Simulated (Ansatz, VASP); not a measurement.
# One calculation of TiAl3, two programs

File POSCAR:

```
TiAl3
1.0
    3.9556712500      0.0000000000      0.0000000000
    0.0000000000      3.9556712500      0.0000000000
    0.0000000000      0.0000000000      7.9113425000
Ti Al
2 6
Direct
    0.0268136583      0.0268136583      0.0000000000
   -0.0268136583     -0.0268136583      0.5000000000
    0.5233103576      0.5233103576      0.0000000000
    0.4766896424      0.4766896424      0.5000000000
    0.5000000000      0.0000000000      0.2500000000
    0.5000000000      0.0000000000      0.7500000000
    0.0000000000      0.5000000000      0.2500000000
    0.0000000000      0.5000000000      0.7500000000
```

The input INCAR.step1:

```
SYSTEM = TiAl3
PREC     = Accurate       ! precision mode
ENCUT    = 520            ! plane-wave cutoff, eV
ISMEAR   = 0              ! smearing method
SIGMA    = 0.15           ! smearing width, eV
LREAL    = .False.        ! projectors in reciprocal space
LASPH    = .True.         ! aspherical terms in the spheres
NELM     = 80             ! most SCF steps
NBANDS   = 31             ! bands
GGA      = PE             ! functional
ALGO     = Normal         ! electronic algorithm
EDIFF    = 1E-4           ! SCF threshold, eV
LWAVE    = .True.         ! write WAVECAR
LCHARG   = .False.        ! write CHGCAR
```

The input INCAR.step2:

```
SYSTEM = TiAl3
PREC     = Accurate       ! precision mode
ENCUT    = 520            ! plane-wave cutoff, eV
EDIFF    = 1E-6           ! SCF threshold, eV
ISMEAR   = 0              ! smearing method
SIGMA    = 0.15           ! smearing width, eV
LREAL    = .False.        ! projectors in reciprocal space
LASPH    = .True.         ! aspherical terms in the spheres
NELM     = 80             ! most SCF steps
ALGO     = Normal         ! electronic algorithm
ISIF     = 2              ! what is computed and relaxed
LWAVE    = .False.        ! write WAVECAR
LCHARG   = .False.        ! write CHGCAR
METAGGA  = R2SCAN         ! meta-GGA
LMIXTAU  = .True.       
NBANDS   = 31             ! bands
ISTART   = 1
```

KPOINTS

```
regular mesh
0
Gamma
  12 12 6
  0 0 0
```

Input for Ansatz:

```yaml
crystal:
  lattice:
    - [3.95567125, 0.0, 0.0]
    - [0.0, 3.95567125, 0.0]
    - [0.0, 0.0, 7.9113425]
  atoms:
    - { symbol: Ti, position: [0.0268136583, 0.0268136583, 0.0] }
    - { symbol: Ti, position: [-0.0268136583, -0.0268136583, 0.5] }
    - { symbol: Al, position: [0.5233103576, 0.5233103576, 0.0] }
    - { symbol: Al, position: [0.4766896424, 0.4766896424, 0.5] }
    - { symbol: Al, position: [0.5, 0.0, 0.25] }
    - { symbol: Al, position: [0.5, 0.0, 0.75] }
    - { symbol: Al, position: [0.0, 0.5, 0.25] }
    - { symbol: Al, position: [0.0, 0.5, 0.75] }
basis:
  ecutwfc: 500
kpoints:
  mp_grid: { grid: [12, 12, 6] }
hamiltonian:
  xc: r2scan
scf:
  occupations: { method: gaussian, width: 0.15 }
output:
  forces: true
  stress: true
  eigenvalues: true
```

Change from the starting cell: mode 4 (187.7 1/cm) frozen in, largest displacement +0.150 Å.

Alike in both runs: task single point; functional r2SCAN; k mesh 12 × 12 × 6; occupations gaussian, width 0.15 eV; no spin polarisation.

|  | VASP | Ansatz |
| --- | --- | --- |
| version | VASP 6.6.1 | Ansatz 0.2.0 |
| potentials or method | VASP PAW PBE potentials, release 64 (Ti_sv, Al), cutoff 520 eV | scalar-relativistic, plane waves, PAW |
| valence electrons in the cell | 42 | 42 |

Ansatz gave:

- gap on the k mesh at the Fermi level (eV): none
- pressure (GPa): 0.7
- traceless stress, the component that is largest in VASP (GPa): 0.64
- rms of the force components (eV/Å): 0.290

**Question.** What did VASP give for the same quantities?

**Answer.** gap on the k mesh at the Fermi level (eV): none; pressure (GPa): 0.6; traceless stress, the component that is largest in VASP (GPa): 0.63; rms of the force components (eV/Å): 0.290.

VASP's potentials were made for PBE, not for r2SCAN. Atom by atom the forces differ by 0.001 eV/Å (rms over components). A gap of «none» marks a metal or a gap that the smearing closes.
